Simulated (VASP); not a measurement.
Ga, 2 atoms in the cell. The structure is orthorhombic, space group Cmcm (No. 63). Conventional cell: a = 2.900 Å, b = 8.130 Å, c = 3.170 Å, α = 90.00°, β = 90.00°, γ = 90.00°. Within 3.5 Å of Ga (site symmetry m2m) lie 10 Ga at 2.68 to 3.17 Å. 

* Program: VASP 6.6.1
* Task: single point
* Functional: PBEsol
* Potentials or basis: VASP PAW PBE potentials, release 64 (Ga_d)
* Cutoff: 520 eV
* k mesh: 6 × 6 × 5
* Occupations: fermi-dirac, width 0.05 eV
* Spin: no spin polarisation
* Dipole correction: no
* Further INCAR settings: ALGO = Fast; EDIFF = 1e-07; NBANDS = 20

Potentials or basis: VASP PAW PBE potentials, release 64 (Ga_d).

Run with:

```sh
$ cat potpaw_PBE.64/Ga_d/POTCAR > POTCAR
$ mpirun -np 1 vasp_std > vasp.out
```

Hardware: 1 thread of Intel(R) Xeon(R) 6975P-C (Granite Rapids) (shared host).

**Question.** How long does it take, and how much memory?

**Answer.** It took 15 s on 1 thread of Intel(R) Xeon(R) 6975P-C (Granite Rapids), with other jobs on the host, peak memory 0.16 GiB. Counts: scf iterations 13, k points 39.
